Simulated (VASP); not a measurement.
# AlGa3N4 (P-43m) in VASP: notebook

Runs on AlGa3N4. Level: r2SCAN. Tasks: single point.

Everything below comes from runs of VASP 6.6.1. Logs are shortened: lines on timing, memory, paths and dates and some standing lists are left out, and cuts for length are marked.

### 1 The cell of the first run

It takes space group P-43m (No. 215, cubic). The conventional cell has a = 4.458 Å, b = 4.458 Å, c = 4.458 Å, α = 90.00°, β = 90.00°, γ = 90.00°. Within 2.5 Å of Al (site symmetry -43m) lie 4 N at 1.89 Å. Within 2.6 Å of Ga (site symmetry -42m) lie 4 N at 1.94 Å. N (site symmetry 3m) has 1 Al at 1.89 Å and 3 Ga at 1.94 Å within 2.5 Å.

### 2 Single point, r2SCAN

Contents of POSCAR:

```
AlGa3N4
1.0
    4.4580287354      0.0000000000      0.0000000000
    0.0000000000      4.4580287354      0.0000000000
    0.0000000000      0.0000000000      4.4580287354
Al Ga N
1 3 4
Direct
    0.0000000000      0.0000000000      0.0000000000
    0.5000000000      0.5000000000      0.0000000000
    0.5000000000      0.0000000000      0.5000000000
    0.0000000000      0.5000000000      0.5000000000
    0.7553567307      0.7553567307      0.2446432693
    0.7553567307      0.2446432693      0.7553567307
    0.2446432693      0.7553567307      0.7553567307
    0.2446432693      0.2446432693      0.2446432693
```

Contents of INCAR.step1:

```
PREC = Accurate
ENCUT = 520
ISMEAR = 0
SIGMA = 0.02
LREAL = False
LASPH = True
NELM = 60
NBANDS = 41
GGA = PE
ALGO = Normal
EDIFF = 1E-4
LWAVE = True
LCHARG = False
```

Contents of INCAR.step2:

```
PREC = Accurate
ENCUT = 520
EDIFF = 1E-6
ISMEAR = 0
SIGMA = 0.02
LREAL = False
LASPH = True
NELM = 60
ALGO = Normal
ISIF = 2
LWAVE = False
LCHARG = True
METAGGA = R2SCAN
LMIXTAU = True
LELF = True
LVHAR = True
NBANDS = 41
ISTART = 1
```

Contents of KPOINTS:

```
Automatic mesh
0
Gamma
  6 6 6
```

Potentials or basis: VASP PAW PBE potentials, release 64 (Al, Ga_d, N).

Launch:

```console
cat potpaw_PBE.64/Al/POTCAR potpaw_PBE.64/Ga_d/POTCAR potpaw_PBE.64/N/POTCAR > POTCAR
cp INCAR.step1 INCAR
mpirun -np 1 vasp_std > vasp.out
cp INCAR.step2 INCAR
mpirun -np 1 vasp_std > vasp.out
```

OUTCAR:

```text
PREC = Accurate
   ENCUT = 520
   EDIFF = 1E-6
   ISMEAR = 0
   LREAL = False
   LASPH = True
   NELM = 60
   ISIF = 2
   METAGGA = R2SCAN
   ISTART = 1

 ion  position               nearest neighbor table
   1  0.000  0.000  0.000-   5 1.89   6 1.89   7 1.89   8 1.89
   2  0.500  0.500  0.000-   5 1.94   6 1.94   7 1.94   8 1.94
   3  0.500  0.000  0.500-   5 1.94   6 1.94   7 1.94   8 1.94
   4  0.000  0.500  0.500-   5 1.94   6 1.94   7 1.94   8 1.94
   5  0.755  0.755  0.245-   1 1.89   2 1.94   3 1.94   4 1.94
   6  0.755  0.245  0.755-   1 1.89   2 1.94   3 1.94   4 1.94
   7  0.245  0.755  0.755-   1 1.89   2 1.94   3 1.94   4 1.94
   8  0.245  0.245  0.245-   1 1.89   2 1.94   3 1.94   4 1.94

  LATTYP: Found a simple cubic cell.
 ALAT       =     4.4580287354

  Lattice vectors:

 A1 = (   4.4580287354,   0.0000000000,   0.0000000000)
 A2 = (   0.0000000000,   4.4580287354,   0.0000000000)
 A3 = (   0.0000000000,   0.0000000000,   4.4580287354)

Analysis of symmetry for initial positions (statically):
=====================================================================
 Subroutine PRICEL returns:
 Original cell was already a primitive cell.

 Routine SETGRP: Setting up the symmetry group for a
 simple cubic supercell.

 Subroutine GETGRP returns: Found 24 space group operations
 (whereof 24 operations were pure point group operations)
 out of a pool of 48 trial point group operations.

The static configuration has the point symmetry T_d .

Analysis of symmetry for dynamics (positions and initial velocities):
=====================================================================
 Subroutine PRICEL returns:
 Original cell was already a primitive cell.

 Routine SETGRP: Setting up the symmetry group for a
 simple cubic supercell.

 Subroutine GETGRP returns: Found 24 space group operations
 (whereof 24 operations were pure point group operations)
 out of a pool of 48 trial point group operations.

The dynamic configuration has the point symmetry T_d .

 Subroutine INISYM returns: Found 24 space group operations
 (whereof 24 operations are pure point group operations),
 and found     1 'primitive' translations

----------------------------------------------------------------------------------------

                                     Primitive cell

  volume of cell :      88.5990

  direct lattice vectors                    reciprocal lattice vectors
     4.458028735  0.000000000  0.000000000     0.224314391  0.000000000  0.000000000
     0.000000000  4.458028735  0.000000000     0.000000000  0.224314391  0.000000000
     0.000000000  0.000000000  4.458028735     0.000000000  0.000000000  0.224314391

  length of vectors
     4.458028735  4.458028735  4.458028735     0.224314391  0.224314391  0.224314391

  position of ions in fractional coordinates (direct lattice)
     0.000000000  0.000000000  0.000000000
     0.500000000  0.500000000  0.000000000
     0.500000000  0.000000000  0.500000000
     0.000000000  0.500000000  0.500000000
     0.755356731  0.755356731  0.244643269
     0.755356731  0.244643269  0.755356731
     0.244643269  0.755356731  0.755356731
     0.244643269  0.244643269  0.244643269

  ion indices of the primitive-cell ions
   primitive index   ion index
                 1           1
                 2           2
                 3           3
                 4           4
                 5           5
                 6           6
                 7           7
                 8           8

----------------------------------------------------------------------------------------

 KPOINTS: Automatic mesh

Automatic generation of k-mesh.
 Grid dimensions read from file:
 generate k-points for:    6    6    6

 Generating k-lattice:

  Cartesian coordinates                     Fractional coordinates (reciprocal lattice)
     0.037385732  0.000000000  0.000000000     0.166666667  0.000000000  0.000000000
     0.000000000  0.037385732  0.000000000     0.000000000  0.166666667  0.000000000
     0.000000000  0.000000000  0.037385732     0.000000000  0.000000000  0.166666667

  Length of vectors
     0.037385732  0.037385732  0.037385732

  Shift w.r.t. Gamma in fractional coordinates (k-lattice)
     0.000000000  0.000000000  0.000000000

 Subroutine IBZKPT returns following result:
 ===========================================

 Found     20 irreducible k-points:

 Following reciprocal coordinates:
            Coordinates               Weight
  0.000000  0.000000  0.000000      1.000000
  0.166667  0.000000  0.000000      6.000000
  0.333333  0.000000  0.000000      6.000000
  0.500000  0.000000  0.000000      3.000000
  0.166667  0.166667  0.000000     12.000000
  0.333333  0.166667  0.000000     24.000000
[... 12 lines left out ...]
  0.500000  0.500000  0.333333      6.000000
  0.500000  0.500000  0.500000      1.000000
   k-points           NKPTS =     20   k-points in BZ     NKDIM =     20   number of bands    NBANDS=     41
   number of dos      NEDOS =    301   number of ions     NIONS =      8
   total plane-waves  NPLWV =  46656
   dimension x,y,z NGX =    36 NGY =   36 NGZ =   36
   dimension x,y,z NGXF=    72 NGYF=   72 NGZF=   72
   ions per type =               1   3   4
   NGX,Y,Z   is equivalent  to a cutoff of  13.42, 13.42, 13.42 a.u.
   NGXF,Y,Z  is equivalent  to a cutoff of  26.85, 26.85, 26.85 a.u.
 SYSTEM =  unknown system
   PREC   = accura    normal or accurate (medium, high low for compatibility)
   ISTART =      1    job   : 0-new  1-cont  2-samecut
   ICHARG =      0    charge: 1-file 2-atom 10-const
   ISPIN  =      1    spin polarized calculation?
   LNONCOLLINEAR =      F non collinear calculations
   LSORBIT =      F    spin-orbit coupling
   LASPH  =      T    aspherical Exc in radial PAW
   ENCUT  =  520.0 eV  38.22 Ry    6.18 a.u.   8.29  8.29  8.29*2*pi/ulx,y,z
   NELM   =     60;   NELMIN=  2; NELMDL=  0     # of ELM steps
   EDIFF  = 0.1E-05   stopping-criterion for ELM
   LREAL  =      F    real-space projection
   EDIFFG = 0.1E-04   stopping-criterion for IOM
   NSW    =      0    number of steps for IOM
   IBRION =     -1    ionic relax: 0-MD 1-quasi-New 2-CG
   NFREE  =      0    steps in history (QN), initial steepest desc. (CG)
   ISIF   =      2    stress and relaxation
   ISYM   =      2    0-nonsym 1-usesym 2-fastsym
   POTIM  = 0.5000    time-step for ionic-motion
   TEBEG  =    0.0;   TEEND  =   0.0 temperature during run
   PSTRESS=    0.0 pullay stress
   NELECT =      62.0000    total number of electrons
   NUPDOWN=      -1.0000    fix difference up-down
   EMIN   =  10.00;   EMAX   =-10.00  energy-range for DOS
   EFERMI =   0.00;   METHOD = LEGACY
   ISMEAR =     0;   SIGMA  =   0.02  broadening in eV -4-tet -1-fermi 0-gaus
   EFERMI_NEDOS =   21; number of points for ismear=-14 and -15
   IALGO  =     38    algorithm
   IMIX   =      4    mixing-type and parameters
     AMIX     =   0.40;   BMIX     =  1.00
     AMIX_MAG =   1.60;   BMIX_MAG =  1.00
  volume/ion in A,a.u.               =      11.07        74.74
  Fermi-wavevector in a.u.,A,eV,Ry     =   1.453436  2.746595 28.741977  2.112476
  Thomas-Fermi vector in A             =   2.570703
   LORBIT       =      0    0 simple, 1 ext, 2 COOP (PROOUT), +10 PAW based schemes
   METAGGA = R2SCAN    functional components
   LHFCALC =     F    Hartree Fock is set to
   AEXX    =    0.0000 exact exchange contribution
   IVDW    =     0    specifies the selected vdW correction
   LEPSILON=     F    determine dielectric tensor
   LRPA    =     F    only Hartree local field effects (RPA)
 non-spin polarized calculation
 Gauss-broadening in eV      SIGMA  =   0.02
  energy-cutoff  :      520.00
  volume of cell :       88.60
 maximum number of plane-waves:      2417
 NGX is ok and might be reduce to    36
   NGX = 17   NGY = 17   NGZ = 17

 number of electron      61.9999955 magnetization

 Free energy of the ion-electron system (eV)
  ---------------------------------------------------
  ext. energy  EPLUGINS =         0.00000000
  ---------------------------------------------------
  free energy    TOTEN  =       -84.86184435 eV

  energy without entropy =      -84.86184435  energy(sigma->0) =      -84.86184435

 E-fermi :   5.4003     XC(G=0): -12.4096

 val. band max:        5.2395655589   @ k =   0.0000   0.0000   0.0000
 cond. band min:       8.0929419678   @ k =   0.0000   0.0000   0.0000
 fundamental gap:      2.8533764089
 Fermi energy:         5.4002689997

 k-point     1 :       0.0000    0.0000    0.0000
  band No.  band energies     occupation
      1     -11.2930      2.00000
      2      -9.8815      2.00000
      3      -9.8815      2.00000
      4      -9.8815      2.00000
      5      -8.2654      2.00000
      6      -8.2654      2.00000
[... 33 lines left out ...]
     40      16.8961      0.00000
     41      16.8961      0.00000

 k-point     2 :       0.1667    0.0000    0.0000
  band No.  band energies     occupation
      1     -11.1801      2.00000
      2      -9.9359      2.00000
      3      -9.8841      2.00000
      4      -9.8841      2.00000
      5      -8.2692      2.00000
      6      -8.2612      2.00000
[... 33 lines left out ...]
     40      17.1234      0.00000
     41      17.1234      0.00000

 k-point     3 :       0.3333    0.0000    0.0000
  band No.  band energies     occupation
      1     -10.8745      2.00000
      2     -10.1210      2.00000
      3      -9.8891      2.00000
      4      -9.8891      2.00000
      5      -8.2437      2.00000
      6      -8.2437      2.00000
[... 699 lines left out ...]
      2     -10.0835      2.00000
      3     -10.0835      2.00000
      4     -10.0721      2.00000
      5      -8.2612      2.00000
      6      -8.2612      2.00000
[... 33 lines left out ...]
     40      16.2270      0.00000
     41      16.4047      0.00000

 k-point    20 :       0.5000    0.5000    0.5000
  band No.  band energies     occupation
      1     -10.2709      2.00000
      2     -10.0772      2.00000
      3     -10.0772      2.00000
      4     -10.0772      2.00000
      5      -8.2660      2.00000
      6      -8.2660      2.00000
[... 33 lines left out ...]
     40      15.9150      0.00000
     41      15.9150      0.00000

------------------------ aborting loop because EDIFF is reached ----------------------------------------

  FORCE on cell =-STRESS in cart. coord.  units (eV):
  Direction    XX          YY          ZZ          XY          YZ          ZX
  --------------------------------------------------------------------------------------
  -------------------------------------------------------------------------------------
  Total        0.9346063      0.9346063      0.9346063      0.0000000      0.0000000     -0.0000000
  in kB       16.9009338     16.9009338     16.9009338      0.0000000      0.0000000     -0.0000000
  external PRESSURE =      16.9009338 kB  Pullay stress =       0.0000000 kB

 VOLUME and BASIS-vectors are now :
 -----------------------------------------------------------------------------
  energy-cutoff  :      520.00
  volume of cell :       88.60
      direct lattice vectors                 reciprocal lattice vectors
     4.458028735  0.000000000  0.000000000     0.224314391  0.000000000  0.000000000
     0.000000000  4.458028735  0.000000000     0.000000000  0.224314391  0.000000000
     0.000000000  0.000000000  4.458028735     0.000000000  0.000000000  0.224314391

 POSITION                                       TOTAL-FORCE (eV/Angst)
 -----------------------------------------------------------------------------------
      0.00000      0.00000      0.00000        -0.000000      0.000000      0.000000
      2.22901      2.22901      0.00000        -0.000000      0.000000      0.000000
      2.22901      0.00000      2.22901        -0.000000     -0.000000      0.000000
      0.00000      2.22901      2.22901         0.000000      0.000000      0.000000
      3.36740      3.36740      1.09063         0.046595      0.046595     -0.046595
      3.36740      1.09063      3.36740         0.046595     -0.046595      0.046595
      1.09063      3.36740      3.36740        -0.046595      0.046595      0.046595
      1.09063      1.09063      1.09063        -0.046595     -0.046595     -0.046595
 -----------------------------------------------------------------------------------
    total drift:                               -0.000000     -0.000000     -0.000000

  FREE ENERGIE OF THE ION-ELECTRON SYSTEM (eV)
  ---------------------------------------------------
  free  energy   TOTEN  =       -84.8618443532 eV

  energy  without entropy=      -84.8618443532  energy(sigma->0) =      -84.86184435
```

It took 3.8 min on 1 thread of Intel Xeon Platinum 8259CL at 2.50GHz (Skylake/Cascade Lake), shared host; peak memory 0.24 GiB.

Results:

- Free energy: -84.8618 eV
- Pressure: 1.7 GPa
- Largest force: 0.081 eV/Å
- Band gap on the k mesh: 2.85 eV

Forces on the atoms (eV/Å):
```
Al   0.000  0.000  0.000
Ga   0.000  0.000  0.000
Ga   0.000  0.000  0.000
Ga   0.000  0.000  0.000
N    0.047  0.047 -0.047
N    0.047 -0.047  0.047
N   -0.047  0.047  0.047
N   -0.047 -0.047 -0.047
```

Caveat: the PAW data sets were made with another functional, which shifts forces and pressure a little.

### 3 Single point, r2SCAN

POSCAR is that of step 2.

Contents of INCAR.step1:

```
SYSTEM = AlGa3N4
PREC = Accurate
ENCUT = 520
ISMEAR = 0
SIGMA = 0.02
LREAL = .FALSE.
LASPH = .TRUE.
NELM = 60
NBANDS = 41
GGA = PE
ALGO = Normal
EDIFF = 1E-4
LWAVE = .TRUE.
LCHARG = .FALSE.
```

Contents of INCAR.step2:

```
SYSTEM = AlGa3N4
PREC = Accurate
ENCUT = 520
EDIFF = 1E-6
ISMEAR = 0
SIGMA = 0.02
LREAL = .FALSE.
LASPH = .TRUE.
NELM = 60
ALGO = Normal
ISIF = 2
LWAVE = .FALSE.
LCHARG = .FALSE.
METAGGA = R2SCAN
LMIXTAU = .TRUE.
NBANDS = 41
ISTART = 1
```

Contents of KPOINTS:

```
Automatic mesh
0
G
  6 6 6
  0 0 0
```

Potentials or basis: VASP PAW PBE potentials, release 64 (Al, Ga_d, N).

Launch:

```console
cat potpaw_PBE.64/Al/POTCAR potpaw_PBE.64/Ga_d/POTCAR potpaw_PBE.64/N/POTCAR > POTCAR
cp INCAR.step1 INCAR
mpirun -np 1 vasp_std > vasp.out
cp INCAR.step2 INCAR
mpirun -np 1 vasp_std > vasp.out
```

Wall time 3.9 min (1 thread of Intel Xeon Platinum 8259CL at 2.50GHz (Skylake/Cascade Lake), shared host); peak memory 0.24 GiB.

The run converged. Its results:

- Free energy: -84.8618 eV
- Pressure: 1.7 GPa
- Largest force: 0.081 eV/Å
- Band gap on the k mesh: 2.85 eV

Forces in eV/Å, atoms in the order of the input:
```
Al   0.000  0.000  0.000
Ga   0.000  0.000  0.000
Ga   0.000  0.000  0.000
Ga   0.000  0.000  0.000
N    0.047  0.047 -0.047
N    0.047 -0.047  0.047
N   -0.047  0.047  0.047
N   -0.047 -0.047 -0.047
```

Levels at points of the mesh, in eV from the valence-band top:
```tsv
k point	band 27	band 28	band 29	band 30	band 31	band 32	band 33	band 34	band 35	band 36
(0.00, 0.00, 0.00)	-2.53	-2.53	0.00	0.00	0.00	2.85	3.93	3.93	3.93	7.19
(0.50, 0.00, 0.00)	-2.88	-1.54	-1.54	-1.21	-1.21	5.47	5.58	6.80	6.80	8.46
(0.50, 0.50, 0.00)	-3.08	-1.00	-0.99	-0.99	-0.62	7.35	7.56	7.56	7.98	8.06
(0.50, 0.50, 0.50)	-0.76	-0.76	-0.69	-0.69	-0.69	5.61	5.61	5.61	6.97	9.82
```

Caveat: the PAW data sets were made with another functional, which shifts forces and pressure a little.

### 4 Single point, r2SCAN

This run uses another cell than the first one, of 11.19 Å³/atom.

Contents of POSCAR:

```
AlGa3N4
1.0
    4.4729076159      0.0000000000      0.0000000000
    0.0000000000      4.4729076159      0.0000000000
    0.0000000000      0.0000000000      4.4729076159
Al Ga N
1 3 4
Direct
    0.0000000000      0.0000000000      0.0000000000
    0.5000000000      0.5000000000      0.0000000000
    0.5000000000      0.0000000000      0.5000000000
    0.0000000000      0.5000000000      0.5000000000
    0.7553372115      0.7553372115      0.2446627885
    0.7553372115      0.2446627885      0.7553372115
    0.2446627885      0.7553372115      0.7553372115
    0.2446627885      0.2446627885      0.2446627885
```

Contents of INCAR.step1:

```
  ALGO = Normal
  EDIFF = 1E-4
  ENCUT = 520
  GGA = PE
  ISMEAR = 0
  LASPH = T
  LCHARG = F
  LREAL = F
  LWAVE = T
  NBANDS = 41
  NELM = 80
  PREC = Accurate
  SIGMA = 0.02
```

Contents of INCAR.step2:

```
  ALGO = Normal
  EDIFF = 1E-6
  ENCUT = 520
  ISIF = 2
  ISMEAR = 0
  ISTART = 1
  LASPH = T
  LCHARG = T
  LELF = T
  LMIXTAU = T
  LREAL = F
  LVHAR = T
  LWAVE = F
  METAGGA = R2SCAN
  NBANDS = 41
  NELM = 80
  PREC = Accurate
  SIGMA = 0.02
```

Contents of KPOINTS:

```
k-points
0
Gamma
  6 6 6
```

Launch:

```console
cat potpaw_PBE.64/Al/POTCAR potpaw_PBE.64/Ga_d/POTCAR potpaw_PBE.64/N/POTCAR > POTCAR
cp INCAR.step1 INCAR
mpirun -np 1 vasp_std > vasp.out
cp INCAR.step2 INCAR
mpirun -np 1 vasp_std > vasp.out
```

Run time: 4.4 min. Hardware: 1 thread of Intel Xeon Platinum 8259CL at 2.50GHz (Skylake/Cascade Lake), shared host; peak memory 0.24 GiB.

The run converged. Its results:

```
Free energy            : -84.8663 eV
Pressure               : -0.4 GPa
Largest force          : 0.082 eV/Å
Band gap on the k mesh : 2.78 eV
```

Forces in eV/Å, atoms in the order of the input:
```
Al   0.000  0.000  0.000
Ga   0.000  0.000  0.000
Ga   0.000  0.000  0.000
Ga   0.000  0.000  0.000
N    0.047  0.047 -0.047
N    0.047 -0.047  0.047
N   -0.047  0.047  0.047
N   -0.047 -0.047 -0.047
```

Levels at points of the mesh, in eV from the valence-band top:
| k point | band 28 | band 29 | band 30 | band 31 | band 32 | band 33 | band 34 | band 35 |
| --- | --- | --- | --- | --- | --- | --- | --- | --- |
| (0.00, 0.00, 0.00) | -2.50 | 0.00 | 0.00 | 0.00 | 2.78 | 3.92 | 3.92 | 3.92 |
| (0.50, 0.00, 0.00) | -1.52 | -1.52 | -1.20 | -1.20 | 5.43 | 5.53 | 6.78 | 6.78 |
| (0.50, 0.50, 0.00) | -0.99 | -0.98 | -0.98 | -0.61 | 7.27 | 7.47 | 7.47 | 7.95 |
| (0.50, 0.50, 0.50) | -0.75 | -0.68 | -0.68 | -0.68 | 5.53 | 5.53 | 5.53 | 6.90 |

Caveat: the PAW data sets were made with another functional, which shifts forces and pressure a little.
